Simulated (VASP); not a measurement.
# Y2RhC3 (P6_3/mmc) in VASP: single point with PBE

Aim: the single point of Y2RhC3 with PBE.

Everything below comes from runs of VASP 6.6.1. Logs are shortened: lines on timing, memory, paths and dates and some standing lists are left out, and cuts for length are marked.

**1. The cell of the first run**

It takes space group P6_3/mmc (No. 194, hexagonal). The conventional cell has a = 3.600 Å, b = 3.600 Å, c = 15.334 Å, α = 90.00°, β = 90.00°, γ = 120.00°. Y (site symmetry 3m) has 6 C at 2.49 to 2.73 Å and 3 Rh at 3.22 Å within 3.3 Å. Within 2.9 Å of Rh (site symmetry -6m2) lie 6 C at 2.19 Å. C (site symmetry -3m) has 6 Y at 2.49 Å within 3.3 Å. C (site symmetry 3m) has 1 C at 1.38 Å within 1.8 Å.

**2. Single point, PBE**

INCAR reads:

```
PREC = Accurate
ENCUT = 700
EDIFF = 1E-6
ISMEAR = 0
SIGMA = 0.1
LREAL = F
LASPH = T
NELM = 120
ALGO = Normal
ISIF = 2
LWAVE = F
LCHARG = T
GGA = PE
LELF = T
LVHAR = T
NBANDS = 63
GGA_COMPAT = F
```

KPOINTS reads:

```
Automatic mesh
0
Gamma
  6 6 1
```

POSCAR reads:

```
Y2RhC3
1.0
    3.6001141499      0.0000000000      0.0000000000
   -1.8000570750      3.1177903104      0.0000000000
    0.0000000000      0.0000000000     15.3341530678
Y Rh C
4 2 6
Direct
    0.3333333333      0.6666666667      0.9101943865
    0.6666666667      0.3333333333      0.4101943865
    0.6666666667      0.3333333333      0.0898056135
    0.3333333333      0.6666666667      0.5898056135
    0.0000000000      0.0000000000      0.2500000000
    0.0000000000      0.0000000000      0.7500000000
    0.0000000000      0.0000000000      0.5000000000
    0.0000000000      0.0000000000      0.0000000000
    0.3333333333      0.6666666667      0.2950915644
    0.6666666667      0.3333333333      0.7950915644
    0.6666666667      0.3333333333      0.7049084356
    0.3333333333      0.6666666667      0.2049084356
```

Potentials or basis: VASP PAW PBE potentials, release 64 (Y_sv, Rh_sv_GW, C).

Launch:

```bash
> cat potpaw_PBE.64/Y_sv/POTCAR potpaw_PBE.64/Rh_sv_GW/POTCAR potpaw_PBE.64/C/POTCAR > POTCAR
> mpirun -np 1 vasp_std > vasp.out
```

OUTCAR:

```text
PREC = Accurate
   ENCUT = 700
   EDIFF = 1E-6
   ISMEAR = 0
   LREAL = F
   LASPH = T
   NELM = 120
   ISIF = 2
   GGA = PE

 ion  position               nearest neighbor table
   1  0.333  0.667  0.910-   8 2.49   8 2.49   8 2.49  10 2.73  10 2.73  10 2.73   6 3.22   6 3.22
                             6 3.22   3 3.45   3 3.45   3 3.45
   2  0.667  0.333  0.410-   7 2.49   7 2.49   7 2.49   9 2.73   9 2.73   9 2.73   5 3.22   5 3.22
                             5 3.22   4 3.45   4 3.45   4 3.45
   3  0.667  0.333  0.090-   8 2.49   8 2.49   8 2.49  12 2.73  12 2.73  12 2.73   5 3.22   5 3.22
                             5 3.22   1 3.45   1 3.45   1 3.45
   4  0.333  0.667  0.590-   7 2.49   7 2.49   7 2.49  11 2.73  11 2.73  11 2.73   6 3.22   6 3.22
                             6 3.22   2 3.45   2 3.45   2 3.45
   5  0.000  0.000  0.250-   9 2.19  12 2.19   9 2.19  12 2.19   9 2.19  12 2.19   2 3.22   3 3.22
                             2 3.22   3 3.22   2 3.22   3 3.22
   6  0.000  0.000  0.750-  10 2.19  11 2.19  10 2.19  11 2.19  10 2.19  11 2.19   1 3.22   4 3.22
                             1 3.22   4 3.22   1 3.22   4 3.22
   7  0.000  0.000  0.500-   2 2.49   4 2.49   2 2.49   4 2.49   2 2.49   4 2.49
   8  0.000  0.000  0.000-   1 2.49   3 2.49   3 2.49   1 2.49   3 2.49   1 2.49
   9  0.333  0.667  0.295-  12 1.38   5 2.19   5 2.19   5 2.19   2 2.73   2 2.73   2 2.73
  10  0.667  0.333  0.795-  11 1.38   6 2.19   6 2.19   6 2.19   1 2.73   1 2.73   1 2.73
  11  0.667  0.333  0.705-  10 1.38   6 2.19   6 2.19   6 2.19   4 2.73   4 2.73   4 2.73
  12  0.333  0.667  0.205-   9 1.38   5 2.19   5 2.19   5 2.19   3 2.73   3 2.73   3 2.73

  LATTYP: Found a hexagonal cell.
 ALAT       =     3.6001141499
 C/A-ratio  =     4.2593519064

  Lattice vectors:

 A1 = (   3.6001141499,   0.0000000000,   0.0000000000)
 A2 = (  -1.8000570750,   3.1177903104,   0.0000000000)
 A3 = (   0.0000000000,   0.0000000000,  15.3341530678)

Analysis of symmetry for initial positions (statically):
=====================================================================
 Subroutine PRICEL returns:
 Original cell was already a primitive cell.

 Routine SETGRP: Setting up the symmetry group for a
 hexagonal supercell.

 Subroutine GETGRP returns: Found 24 space group operations
 (whereof 12 operations were pure point group operations)
 out of a pool of 24 trial point group operations.

The static configuration has the point symmetry D_3d.
 The point group associated with its full space group is D_6h.

Analysis of symmetry for dynamics (positions and initial velocities):
=====================================================================
 Subroutine PRICEL returns:
 Original cell was already a primitive cell.

 Routine SETGRP: Setting up the symmetry group for a
 hexagonal supercell.

 Subroutine GETGRP returns: Found 24 space group operations
 (whereof 12 operations were pure point group operations)
 out of a pool of 24 trial point group operations.

The dynamic configuration has the point symmetry D_3d.
 The point group associated with its full space group is D_6h.

 Subroutine INISYM returns: Found 24 space group operations
 (whereof 12 operations are pure point group operations),
 and found     1 'primitive' translations

----------------------------------------------------------------------------------------

                                     Primitive cell

  volume of cell :     172.1167

  direct lattice vectors                    reciprocal lattice vectors
     3.600114150  0.000000000  0.000000000     0.277768970  0.160369990  0.000000000
    -1.800057075  3.117790310  0.000000000     0.000000000  0.320739979  0.000000000
     0.000000000  0.000000000 15.334153068     0.000000000  0.000000000  0.065213905

  length of vectors
     3.600114150  3.600114150 15.334153068     0.320739979  0.320739979  0.065213905

  position of ions in fractional coordinates (direct lattice)
     0.333333333  0.666666667  0.910194387
     0.666666667  0.333333333  0.410194387
     0.666666667  0.333333333  0.089805613
     0.333333333  0.666666667  0.589805613
     0.000000000  0.000000000  0.250000000
     0.000000000  0.000000000  0.750000000
     0.000000000  0.000000000  0.500000000
     0.000000000  0.000000000  0.000000000
[... 26 lines left out ...]
 generate k-points for:    6    6    1

 Generating k-lattice:

  Cartesian coordinates                     Fractional coordinates (reciprocal lattice)
     0.046294828  0.026728332  0.000000000     0.166666667  0.000000000  0.000000000
     0.000000000  0.053456663  0.000000000     0.000000000  0.166666667  0.000000000
     0.000000000  0.000000000  0.065213905     0.000000000  0.000000000  1.000000000

  Length of vectors
     0.053456663  0.053456663  0.065213905

  Shift w.r.t. Gamma in fractional coordinates (k-lattice)
     0.000000000  0.000000000  0.000000000

 Subroutine IBZKPT returns following result:
 ===========================================

 Found      7 irreducible k-points:

 Following reciprocal coordinates:
            Coordinates               Weight
  0.000000  0.000000  0.000000      1.000000
  0.166667 -0.000000  0.000000      6.000000
  0.333333  0.000000  0.000000      6.000000
  0.500000  0.000000  0.000000      3.000000
  0.166667  0.166667  0.000000      6.000000
  0.333333  0.166667  0.000000     12.000000
  0.333333  0.333333  0.000000      2.000000
   k-points           NKPTS =      7   k-points in BZ     NKDIM =      7   number of bands    NBANDS=     63
   number of dos      NEDOS =    301   number of ions     NIONS =     12
   total plane-waves  NPLWV = 143360
   dimension x,y,z NGX =    32 NGY =   32 NGZ =  140
   dimension x,y,z NGXF=    64 NGYF=   64 NGZF=  280
   ions per type =               4   2   6
   NGX,Y,Z   is equivalent  to a cutoff of  14.78, 14.78, 15.18 a.u.
   NGXF,Y,Z  is equivalent  to a cutoff of  29.55, 29.55, 30.36 a.u.
 SYSTEM =  unknown system
   PREC   = accura    normal or accurate (medium, high low for compatibility)
   ISTART =      0    job   : 0-new  1-cont  2-samecut
   ICHARG =      2    charge: 1-file 2-atom 10-const
   ISPIN  =      1    spin polarized calculation?
   LNONCOLLINEAR =      F non collinear calculations
   LSORBIT =      F    spin-orbit coupling
   LASPH  =      T    aspherical Exc in radial PAW
   ENCUT  =  700.0 eV  51.45 Ry    7.17 a.u.   7.77  7.77 33.08*2*pi/ulx,y,z
   NELM   =    120;   NELMIN=  2; NELMDL= -5     # of ELM steps
   EDIFF  = 0.1E-05   stopping-criterion for ELM
   LREAL  =      F    real-space projection
   EDIFFG = 0.1E-04   stopping-criterion for IOM
   NSW    =      0    number of steps for IOM
   IBRION =     -1    ionic relax: 0-MD 1-quasi-New 2-CG
   NFREE  =      0    steps in history (QN), initial steepest desc. (CG)
   ISIF   =      2    stress and relaxation
   ISYM   =      2    0-nonsym 1-usesym 2-fastsym
   POTIM  = 0.5000    time-step for ionic-motion
   TEBEG  =    0.0;   TEEND  =   0.0 temperature during run
   PSTRESS=    0.0 pullay stress
   NELECT =     102.0000    total number of electrons
   NUPDOWN=      -1.0000    fix difference up-down
   EMIN   =  10.00;   EMAX   =-10.00  energy-range for DOS
   EFERMI =   0.00;   METHOD = LEGACY
   ISMEAR =     0;   SIGMA  =   0.10  broadening in eV -4-tet -1-fermi 0-gaus
   EFERMI_NEDOS =   21; number of points for ismear=-14 and -15
   IALGO  =     38    algorithm
   IMIX   =      4    mixing-type and parameters
     AMIX     =   0.40;   BMIX     =  1.00
     AMIX_MAG =   1.60;   BMIX_MAG =  1.00
  volume/ion in A,a.u.               =      14.34        96.79
  Fermi-wavevector in a.u.,A,eV,Ry     =   1.375099  2.598560 25.727211  1.890897
  Thomas-Fermi vector in A             =   2.500465
   LORBIT       =      0    0 simple, 1 ext, 2 COOP (PROOUT), +10 PAW based schemes
   GGA     = PE    functional components
   LHFCALC =     F    Hartree Fock is set to
   AEXX    =    0.0000 exact exchange contribution
   IVDW    =     0    specifies the selected vdW correction
   LEPSILON=     F    determine dielectric tensor
   LRPA    =     F    only Hartree local field effects (RPA)
 non-spin polarized calculation
 Gauss-broadening in eV      SIGMA  =   0.10
  energy-cutoff  :      700.00
  volume of cell :      172.12
 maximum number of plane-waves:      7285
 NGX is ok and might be reduce to    32
   NGX = 15   NGY = 15   NGZ = 67

 number of electron     101.9999992 magnetization

 Free energy of the ion-electron system (eV)
  ---------------------------------------------------
  ext. energy  EPLUGINS =         0.00000000
  ---------------------------------------------------
  free energy    TOTEN  =       -95.55029201 eV

  energy without entropy =      -95.52756316  energy(sigma->0) =      -95.53892759

 E-fermi :   5.3466     XC(G=0): -11.4126

 val. band max:        5.2851947755   @ k =   0.5000   0.0000   0.0000
 cond. band min:       5.3843777807   @ k =   0.3333   0.1667   0.0000
 fundamental gap:      0.0991830052
 Fermi energy:         5.3465728942

 k-point     1 :       0.0000    0.0000    0.0000
  band No.  band energies     occupation
      1     -73.2654      2.00000
      2     -73.2654      2.00000
      3     -41.2665      2.00000
      4     -41.2665      2.00000
      5     -41.2665      2.00000
      6     -41.2665      2.00000
[... 451 lines left out ...]
     62       9.8101      0.00000
     63      10.5913      0.00000

------------------------ aborting loop because EDIFF is reached ----------------------------------------

  FORCE on cell =-STRESS in cart. coord.  units (eV):
  Direction    XX          YY          ZZ          XY          YZ          ZX
  --------------------------------------------------------------------------------------
  -------------------------------------------------------------------------------------
  Total       -0.1353673     -0.1353673     -0.0422316      0.0000000      0.0000000      0.0000000
  in kB       -1.2600894     -1.2600894     -0.3931197      0.0000000      0.0000000      0.0000000
  external PRESSURE =      -0.9710995 kB  Pullay stress =       0.0000000 kB

 VOLUME and BASIS-vectors are now :
 -----------------------------------------------------------------------------
  energy-cutoff  :      700.00
  volume of cell :      172.12
      direct lattice vectors                 reciprocal lattice vectors
     3.600114150  0.000000000  0.000000000     0.277768970  0.160369990  0.000000000
    -1.800057075  3.117790310  0.000000000     0.000000000  0.320739979  0.000000000
     0.000000000  0.000000000 15.334153068     0.000000000  0.000000000  0.065213905

 POSITION                                       TOTAL-FORCE (eV/Angst)
 -----------------------------------------------------------------------------------
     -0.00000      2.07853     13.95706        -0.000000      0.000000      0.001639
      1.80006      1.03926      6.28998         0.000000     -0.000000      0.001639
      1.80006      1.03926      1.37709         0.000000     -0.000000     -0.001639
     -0.00000      2.07853      9.04417        -0.000000      0.000000     -0.001639
      0.00000      0.00000      3.83354        -0.000000      0.000000      0.000000
      0.00000      0.00000     11.50061         0.000000     -0.000000     -0.000000
      0.00000      0.00000      7.66708         0.000000     -0.000000      0.000000
      0.00000      0.00000      0.00000         0.000000     -0.000000      0.000000
     -0.00000      2.07853      4.52498        -0.000000     -0.000000      0.080017
      1.80006      1.03926     12.19206         0.000000      0.000000      0.080017
      1.80006      1.03926     10.80917         0.000000      0.000000     -0.080017
     -0.00000      2.07853      3.14210        -0.000000     -0.000000     -0.080017
 -----------------------------------------------------------------------------------
    total drift:                               -0.000000     -0.000000      0.000000

  FREE ENERGIE OF THE ION-ELECTRON SYSTEM (eV)
  ---------------------------------------------------
  free  energy   TOTEN  =       -95.5502920147 eV

  energy  without entropy=      -95.5275631610  energy(sigma->0) =      -95.53892759
```

Wall time 3.3 min (1 thread of Intel Xeon Platinum 8488C (Sapphire Rapids), shared host); peak memory 0.45 GiB.

Results:

| Item | Value |
| --- | --- |
| Free energy | -95.5503 eV |
| Pressure | -0.1 GPa |
| Largest force | 0.080 eV/Å |
| Band gap on the k mesh | zero (bands 51 and 52 overlap by 2.38 eV) |

Forces in eV/Å, atoms in the order of the input:
```
Y    0.000  0.000  0.002
Y    0.000  0.000  0.002
Y    0.000  0.000 -0.002
Y    0.000  0.000 -0.002
Rh   0.000  0.000  0.000
Rh   0.000  0.000  0.000
C    0.000  0.000  0.000
C    0.000  0.000  0.000
C    0.000  0.000  0.080
C    0.000  0.000  0.080
C    0.000  0.000 -0.080
C    0.000  0.000 -0.080
```

Caveat: the k points lie up to 0.41 Å⁻¹ apart, too coarse for converged energies and pressures of a metal.

The gap in the log of VASP goes by the Fermi energy; the results here count the filled bands.